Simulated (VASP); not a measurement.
# LiPb in VASP: a series of runs

LiPb is run at these levels: LDA; tasks: single point.

All numbers are computed with VASP 6.6.1; they aren't measurements. Logs are shortened: lines on timing, memory, paths and dates and some standing lists are left out, and cuts for length are marked.

## (1) The cell of the first run

The cell holds a slab with vacuum, 6 atoms: a = 4.981 Å, b = 3.522 Å, c = 10.981 Å, α = 90.00°, β = 90.00°, γ = 90.00°.

## (2) Single point, LDA

Input file INCAR:

```
  ALGO = Normal
  DIPOL = 0.5 0.5 0.500
  EDIFF = 1E-6
  ENCUT = 520
  GGA = CA
  IDIPOL = 3
  ISIF = 2
  ISMEAR = -1
  LASPH = True
  LCHARG = False
  LDIPOL = True
  LREAL = False
  LWAVE = False
  NBANDS = 34
  NELM = 100
  PREC = Accurate
  SIGMA = 0.05
```

Input file KPOINTS:

```
k-points
0
Gamma
  4 5 1
```

Input file POSCAR:

```
LiPb
1.0
    4.9808601667      0.0000000000      0.0000000000
    0.0000000000      3.5220000000      0.0000000000
    0.0000000000      0.0000000000     10.9808601667
Li Pb
3 3
Direct
    0.5000000000      0.5000000000      0.2732026412
    0.0000000000      0.5000000000      0.5000000000
    0.5000000000      0.5000000000      0.7267973588
    0.0000000000      0.0000000000      0.2732026412
    0.5000000000      0.0000000000      0.5000000000
    0.0000000000      0.0000000000      0.7267973588
```

Potentials or basis: VASP PAW LDA potentials, release 64 (Li_sv, Pb_d).

Run with:

```sh
$ cat potpaw_LDA.64/Li_sv/POTCAR potpaw_LDA.64/Pb_d/POTCAR > POTCAR
$ mpirun -np 1 vasp_std > vasp.out
```

OUTCAR:

```text
EDIFF = 1E-6
   ENCUT = 520
   GGA = CA
   ISIF = 2
   ISMEAR = -1
   LASPH = True
   LREAL = False
   NELM = 100
   PREC = Accurate

 ion  position               nearest neighbor table
   1  0.500  0.500  0.273-   5 3.05   5 3.05   4 3.05   4 3.05   4 3.05   4 3.05
   2  0.000  0.500  0.500-   4 3.05   6 3.05   4 3.05   6 3.05   5 3.05   5 3.05   5 3.05   5 3.05

   3  0.500  0.500  0.727-   5 3.05   5 3.05   6 3.05   6 3.05   6 3.05   6 3.05
   4  0.000  0.000  0.273-   2 3.05   2 3.05   1 3.05   1 3.05   1 3.05   1 3.05   5 3.52   5 3.52

   5  0.500  0.000  0.500-   1 3.05   3 3.05   1 3.05   3 3.05   2 3.05   2 3.05   2 3.05   2 3.05
                             6 3.52   4 3.52   6 3.52   4 3.52
   6  0.000  0.000  0.727-   2 3.05   2 3.05   3 3.05   3 3.05   3 3.05   3 3.05   5 3.52   5 3.52

  LATTYP: Found a simple orthorhombic cell.
 ALAT       =     3.5220000000
 B/A-ratio  =     1.4142135624
 C/A-ratio  =     3.1177910752

  Lattice vectors:

 A1 = (   0.0000000000,  -3.5220000000,   0.0000000000)
 A2 = (   4.9808601667,   0.0000000000,   0.0000000000)
 A3 = (   0.0000000000,   0.0000000000,  10.9808601667)

Analysis of symmetry for initial positions (statically):
=====================================================================
 Subroutine PRICEL returns:
 Original cell was already a primitive cell.

 Routine SETGRP: Setting up the symmetry group for a
 simple orthorhombic supercell.

 Subroutine GETGRP returns: Found  8 space group operations
 (whereof  8 operations were pure point group operations)
 out of a pool of  8 trial point group operations.

The static configuration has the point symmetry D_2h.

Analysis of symmetry for dynamics (positions and initial velocities):
=====================================================================
 Subroutine PRICEL returns:
 Original cell was already a primitive cell.

 Routine SETGRP: Setting up the symmetry group for a
 simple orthorhombic supercell.

 Subroutine GETGRP returns: Found  8 space group operations
 (whereof  8 operations were pure point group operations)
 out of a pool of  8 trial point group operations.

The dynamic configuration has the point symmetry D_2h.

 Subroutine INISYM returns: Found  8 space group operations
 (whereof  8 operations are pure point group operations),
 and found     1 'primitive' translations

----------------------------------------------------------------------------------------

                                     Primitive cell

  volume of cell :     192.6327

  direct lattice vectors                    reciprocal lattice vectors
     4.980860167  0.000000000  0.000000000     0.200768535  0.000000000  0.000000000
     0.000000000  3.522000000  0.000000000     0.000000000  0.283929585  0.000000000
     0.000000000  0.000000000 10.980860167     0.000000000  0.000000000  0.091067547

  length of vectors
     4.980860167  3.522000000 10.980860167     0.200768535  0.283929585  0.091067547

  position of ions in fractional coordinates (direct lattice)
     0.500000000  0.500000000  0.273202641
     0.000000000  0.500000000  0.500000000
     0.500000000  0.500000000  0.726797359
     0.000000000  0.000000000  0.273202641
     0.500000000  0.000000000  0.500000000
     0.000000000  0.000000000  0.726797359

  ion indices of the primitive-cell ions
   primitive index   ion index
                 1           1
                 2           2
                 3           3
                 4           4
                 5           5
                 6           6

----------------------------------------------------------------------------------------

 KPOINTS: k-points

Automatic generation of k-mesh.
 Grid dimensions read from file:
 generate k-points for:    4    5    1

 Generating k-lattice:

  Cartesian coordinates                     Fractional coordinates (reciprocal lattice)
     0.050192134  0.000000000  0.000000000     0.250000000  0.000000000  0.000000000
     0.000000000  0.056785917  0.000000000     0.000000000  0.200000000  0.000000000
     0.000000000  0.000000000  0.091067547     0.000000000  0.000000000  1.000000000

  Length of vectors
     0.050192134  0.056785917  0.091067547

  Shift w.r.t. Gamma in fractional coordinates (k-lattice)
     0.000000000  0.000000000  0.000000000

 Subroutine IBZKPT returns following result:
 ===========================================

 Found      9 irreducible k-points:

 Following reciprocal coordinates:
            Coordinates               Weight
  0.000000  0.000000  0.000000      1.000000
  0.250000  0.000000  0.000000      2.000000
  0.500000  0.000000  0.000000      1.000000
  0.000000  0.200000  0.000000      2.000000
  0.250000  0.200000  0.000000      4.000000
  0.500000  0.200000  0.000000      2.000000
  0.000000  0.400000  0.000000      2.000000
  0.250000  0.400000  0.000000      4.000000
  0.500000  0.400000  0.000000      2.000000
   k-points           NKPTS =      9   k-points in BZ     NKDIM =      9   number of bands    NBANDS=     34
   number of dos      NEDOS =    301   number of ions     NIONS =      6
   total plane-waves  NPLWV =  94080
   dimension x,y,z NGX =    40 NGY =   28 NGZ =   84
   dimension x,y,z NGXF=    80 NGYF=   56 NGZF=  168
   ions per type =               3   3
   NGX,Y,Z   is equivalent  to a cutoff of  13.35, 13.22, 12.72 a.u.
   NGXF,Y,Z  is equivalent  to a cutoff of  26.70, 26.43, 25.43 a.u.
 SYSTEM =  unknown system
   PREC   = accura    normal or accurate (medium, high low for compatibility)
   ISTART =      0    job   : 0-new  1-cont  2-samecut
   ICHARG =      2    charge: 1-file 2-atom 10-const
   ISPIN  =      1    spin polarized calculation?
   LNONCOLLINEAR =      F non collinear calculations
   LSORBIT =      F    spin-orbit coupling
   LASPH  =      T    aspherical Exc in radial PAW
   ENCUT  =  520.0 eV  38.22 Ry    6.18 a.u.   9.26  6.55 20.42*2*pi/ulx,y,z
   NELM   =    100;   NELMIN=  2; NELMDL= -5     # of ELM steps
   EDIFF  = 0.1E-05   stopping-criterion for ELM
   LREAL  =      F    real-space projection
   EDIFFG = 0.1E-04   stopping-criterion for IOM
   NSW    =      0    number of steps for IOM
   IBRION =     -1    ionic relax: 0-MD 1-quasi-New 2-CG
   NFREE  =      0    steps in history (QN), initial steepest desc. (CG)
   ISIF   =      2    stress and relaxation
   ISYM   =      2    0-nonsym 1-usesym 2-fastsym
   POTIM  = 0.5000    time-step for ionic-motion
   TEBEG  =    0.0;   TEEND  =   0.0 temperature during run
   PSTRESS=    0.0 pullay stress
   NELECT =      51.0000    total number of electrons
   NUPDOWN=      -1.0000    fix difference up-down
   EMIN   =  10.00;   EMAX   =-10.00  energy-range for DOS
   EFERMI =   0.00;   METHOD = LEGACY
   ISMEAR =    -1;   SIGMA  =   0.05  broadening in eV -4-tet -1-fermi 0-gaus
   EFERMI_NEDOS =   21; number of points for ismear=-14 and -15
   IALGO  =     38    algorithm
   IMIX   =      4    mixing-type and parameters
     AMIX     =   0.40;   BMIX     =  1.00
     AMIX_MAG =   1.60;   BMIX_MAG =  1.00
  volume/ion in A,a.u.               =      32.11       216.66
  Fermi-wavevector in a.u.,A,eV,Ry     =   1.051207  1.986493 15.034927  1.105036
  Thomas-Fermi vector in A             =   2.186241
   LORBIT       =      0    0 simple, 1 ext, 2 COOP (PROOUT), +10 PAW based schemes
   GGA     = CA    functional components
   LHFCALC =     F    Hartree Fock is set to
   AEXX    =    0.0000 exact exchange contribution
   IVDW    =     0    specifies the selected vdW correction
   LEPSILON=     F    determine dielectric tensor
   LRPA    =     F    only Hartree local field effects (RPA)
 non-spin polarized calculation
  energy-cutoff  :      520.00
  volume of cell :      192.63
 maximum number of plane-waves:      5226
 NGX is ok and might be reduce to    40
   NGX = 19   NGY = 13   NGZ = 41

 number of electron      51.0000005 magnetization

 dipolmoment           0.000000      0.000000      0.000000 electrons x Angstroem

 Free energy of the ion-electron system (eV)
  ---------------------------------------------------
  ext. energy  EPLUGINS =         0.00000000
  ---------------------------------------------------
  free energy    TOTEN  =       -19.55439598 eV

  energy without entropy =      -19.54097305  energy(sigma->0) =      -19.54768451

 E-fermi :   2.4444     XC(G=0):  -7.7165

 val. band max:        2.3202502866   @ k =   0.0000   0.2000   0.0000
 cond. band min:       2.5410399063   @ k =   0.5000   0.2000   0.0000
 fundamental gap:      0.2207896198
 Fermi energy:         2.4444132389

 k-point     1 :       0.0000    0.0000    0.0000
  band No.  band energies     occupation
      1     -43.3644      2.00000
      2     -43.3644      2.00000
      3     -43.1765      2.00000
      4     -14.3655      2.00000
      5     -14.2873      2.00000
      6     -14.2667      2.00000
[... 26 lines left out ...]
     33       8.3111      0.00000
     34       8.4451      0.00000

 k-point     2 :       0.2500    0.0000    0.0000
  band No.  band energies     occupation
      1     -43.3644      2.00000
      2     -43.3644      2.00000
      3     -43.1764      2.00000
      4     -14.3629      2.00000
      5     -14.2987      2.00000
      6     -14.2622      2.00000
[... 26 lines left out ...]
     33       8.0339      0.00000
     34       8.0413      0.00000

 k-point     3 :       0.5000    0.0000    0.0000
  band No.  band energies     occupation
      1     -43.3644      2.00000
      2     -43.3644      2.00000
      3     -43.1764      2.00000
      4     -14.3603      2.00000
      5     -14.3023      2.00000
      6     -14.2686      2.00000
[... 26 lines left out ...]
     33       8.5485      0.00000
     34       8.9774      0.00000
[... 149 lines left out ...]
 k-point     8 :       0.2500    0.4000    0.0000
  band No.  band energies     occupation
      1     -43.3632      2.00000
      2     -43.3632      2.00000
      3     -43.1752      2.00000
      4     -14.2797      2.00000
      5     -14.2760      2.00000
      6     -14.2508      2.00000
[... 26 lines left out ...]
     33       6.9851      0.00000
     34       7.4024      0.00000

 k-point     9 :       0.5000    0.4000    0.0000
  band No.  band energies     occupation
      1     -43.3632      2.00000
      2     -43.3632      2.00000
      3     -43.1752      2.00000
      4     -14.2837      2.00000
      5     -14.2756      2.00000
      6     -14.2160      2.00000
[... 26 lines left out ...]
     33       6.3418      0.00000
     34       7.8997      0.00000

------------------------ aborting loop because EDIFF is reached ----------------------------------------

 vacuum level on the upper side and lower side of the slab       (xc-potential included)        -2.568        -2.568

  FORCE on cell =-STRESS in cart. coord.  units (eV):
  Direction    XX          YY          ZZ          XY          YZ          ZX
  --------------------------------------------------------------------------------------
  -------------------------------------------------------------------------------------
  Total       -2.6016302     -6.6975135     -0.2326100      0.0000000      0.0000000      0.0000000
  in kB      -21.6384467    -55.7049920     -1.9346787      0.0000000      0.0000000      0.0000000
  external PRESSURE =     -26.4260391 kB  Pullay stress =       0.0000000 kB

 VOLUME and BASIS-vectors are now :
 -----------------------------------------------------------------------------
  energy-cutoff  :      520.00
  volume of cell :      192.63
      direct lattice vectors                 reciprocal lattice vectors
     4.980860167  0.000000000  0.000000000     0.200768535  0.000000000  0.000000000
     0.000000000  3.522000000  0.000000000     0.000000000  0.283929585  0.000000000
     0.000000000  0.000000000 10.980860167     0.000000000  0.000000000  0.091067547

 POSITION                                       TOTAL-FORCE (eV/Angst)
 -----------------------------------------------------------------------------------
      2.49043      1.76100      3.00000        -0.000000      0.000000      0.032439
      0.00000      1.76100      5.49043        -0.000000      0.000000     -0.000000
      2.49043      1.76100      7.98086        -0.000000     -0.000000     -0.032439
      0.00000      0.00000      3.00000        -0.000000      0.000000     -0.046405
      2.49043      0.00000      5.49043        -0.000000      0.000000     -0.000000
      0.00000      0.00000      7.98086         0.000000      0.000000      0.046405
 -----------------------------------------------------------------------------------
    total drift:                               -0.000000      0.000000      0.000000

  FREE ENERGIE OF THE ION-ELECTRON SYSTEM (eV)
  ---------------------------------------------------
  free  energy   TOTEN  =       -19.5543959828 eV

  energy  without entropy=      -19.5409730468  energy(sigma->0) =      -19.54768451

 vacuum level on the upper side and lower side of the slab         3.977         3.977
```

It took 47 s on 1 thread of Intel Xeon Platinum 8488C (Sapphire Rapids), shared host; peak memory 0.25 GiB.

Results:

```
Free energy            : -19.5544 eV
Largest force          : 0.046 eV/Å
Band gap on the k mesh : zero (an odd number of electrons rules out a gap without spin polarisation)
```

Forces on the atoms (eV/Å):
```
Li   0.000  0.000  0.032
Li   0.000  0.000  0.000
Li   0.000  0.000 -0.032
Pb   0.000  0.000 -0.046
Pb   0.000  0.000  0.000
Pb   0.000  0.000  0.046
```

Caveat: the cutoff is under 1.25 times the usual one of these potentials, so pressure, stress and relaxed cells hold a basis-set (Pulay) error; spin-orbit coupling is left out, which moves the levels of the heavy elements.

## (3) Single point, LDA

This run uses another cell than the first one.

Input file INCAR:

```
SYSTEM = LiPb
ALGO = Normal ; DIPOL = 0.5 0.5 0.500
EDIFF = 1E-7 ; ENCUT = 520
IDIPOL = 3 ; ISIF = 2
ISMEAR = -1 ; LASPH = .TRUE.
LCHARG = .FALSE. ; LDIPOL = .TRUE.
LREAL = .FALSE. ; LWAVE = .FALSE.
NBANDS = 34 ; NELM = 80
PREC = Accurate ; SIGMA = 0.05
```

Input file KPOINTS:

```
k-points
0
G
  4 5 1
  0 0 0
```

Input file POSCAR:

```
LiPb
1.0
    4.9808601667      0.0000000000      0.0000000000
    0.0000000000      3.5220000000      0.0000000000
    0.0000000000      0.0000000000     12.9808601667
Li Pb
3 3
Direct
    0.5000000000      0.5000000000      0.3081459895
    0.0000000000      0.5000000000      0.5000000000
    0.5000000000      0.5000000000      0.6918540105
    0.0000000000      0.0000000000      0.3081459895
    0.5000000000      0.0000000000      0.5000000000
    0.0000000000      0.0000000000      0.6918540105
```

Potentials or basis: VASP PAW LDA potentials, release 64 (Li_sv, Pb_d).

Run with:

```sh
$ cat potpaw_LDA.64/Li_sv/POTCAR potpaw_LDA.64/Pb_d/POTCAR > POTCAR
$ mpirun -np 1 vasp_std > vasp.out
```

Run time: 65 s. Hardware: 1 thread of Intel Xeon Platinum 8488C (Sapphire Rapids), shared host; peak memory 0.27 GiB.

The run converged. Its results:

- Free energy: -19.5491 eV
- Largest force: 0.025 eV/Å
- Band gap on the k mesh: zero (an odd number of electrons rules out a gap without spin polarisation)

Forces on the atoms (eV/Å):
```
Li   0.000  0.000  0.025
Li   0.000  0.000  0.000
Li   0.000  0.000 -0.025
Pb   0.000  0.000 -0.023
Pb   0.000  0.000  0.000
Pb   0.000  0.000  0.023
```

Levels at points of the mesh, in eV from the Fermi level:
```
           k point  band 21  band 22  band 23  band 24  band 25  band 26  band 27  band 28  band 29  band 30
(0.00, 0.00, 0.00)    -7.76    -2.16    -1.94    -0.75    -0.66     0.68     1.24     2.75     2.85     3.46
(0.50, 0.00, 0.00)    -8.74    -3.26    -2.75    -1.38    -0.45     0.94     2.34     3.49     4.27     4.50
```

Caveat: the cutoff is under 1.25 times the usual one of these potentials, so pressure, stress and relaxed cells hold a basis-set (Pulay) error; spin-orbit coupling is left out, which moves the levels of the heavy elements.

## (4) Single point, LDA

This run uses another cell than the first one.

Input file INCAR:

```
ALGO = Normal ; DIPOL = 0.5 0.5 0.500
EDIFF = 1E-7 ; ENCUT = 520
GGA = CA ; IDIPOL = 3
ISIF = 2 ; ISMEAR = -1
LASPH = True ; LCHARG = False
LDIPOL = True ; LREAL = False
LWAVE = False ; NBANDS = 34
NELM = 80 ; PREC = Accurate
SIGMA = 0.05
```

Input file KPOINTS:

```
k-points
0
Gamma
  4 5 1
```

Input file POSCAR:

```
LiPb
1.0
    4.9808601667      0.0000000000      0.0000000000
    0.0000000000      3.5220000000      0.0000000000
    0.0000000000      0.0000000000     14.9808601667
Li Pb
3 3
Direct
    0.5000000000      0.5000000000      0.3337592064
    0.0000000000      0.5000000000      0.5000000000
    0.5000000000      0.5000000000      0.6662407936
    0.0000000000      0.0000000000      0.3337592064
    0.5000000000      0.0000000000      0.5000000000
    0.0000000000      0.0000000000      0.6662407936
```

Run with:

```sh
$ cat potpaw_LDA.64/Li_sv/POTCAR potpaw_LDA.64/Pb_d/POTCAR > POTCAR
$ mpirun -np 1 vasp_std > vasp.out
```

Run time: 85 s. Hardware: 1 thread of Intel Xeon Platinum 8488C (Sapphire Rapids), shared host; peak memory 0.3 GiB.

The run converged. Its results:

* Free energy: -19.5516 eV
* Largest force: 0.023 eV/Å
* Band gap on the k mesh: zero (an odd number of electrons rules out a gap without spin polarisation)

Forces in eV/Å, atoms in the order of the input:
```
Li   0.000  0.000  0.023
Li   0.000  0.000  0.000
Li   0.000  0.000 -0.023
Pb   0.000  0.000 -0.019
Pb   0.000  0.000  0.000
Pb   0.000  0.000  0.019
```

Levels at points of the mesh, in eV from the Fermi level:
| k point | band 23 | band 24 | band 25 | band 26 | band 27 | band 28 |
| --- | --- | --- | --- | --- | --- | --- |
| (0.00, 0.00, 0.00) | -1.94 | -0.72 | -0.66 | 0.65 | 1.24 | 2.85 |
| (0.50, 0.00, 0.00) | -2.74 | -1.38 | -0.46 | 0.92 | 2.41 | 3.65 |

Caveat: the cutoff is under 1.25 times the usual one of these potentials, so pressure, stress and relaxed cells hold a basis-set (Pulay) error; spin-orbit coupling is left out, which moves the levels of the heavy elements.

## (5) Summary

```csv
cell,gap on the mesh (eV),largest force (eV/Å)
"a = 4.981, b = 3.522, c = 10.981 Å, 6 atoms",none,0.05
"a = 4.981, b = 3.522, c = 12.981 Å, 6 atoms",none,0.03
"a = 4.981, b = 3.522, c = 14.981 Å, 6 atoms",none,0.02
```

Alike in all rows: task single point; level LDA; potentials or basis VASP PAW LDA potentials, release 64 (Li_sv, Pb_d); no spin polarisation; k mesh 4 × 5 × 1; cutoff (eV) 520; smearing fermi-dirac 0.05 eV.

Caveats: the cutoff is under 1.25 times the usual one of these potentials, so pressure, stress and relaxed cells hold a basis-set (Pulay) error; spin-orbit coupling is left out, which moves the levels of the heavy elements.

Total energies depend on the potentials used, so only differences within one code and one set of settings carry meaning.
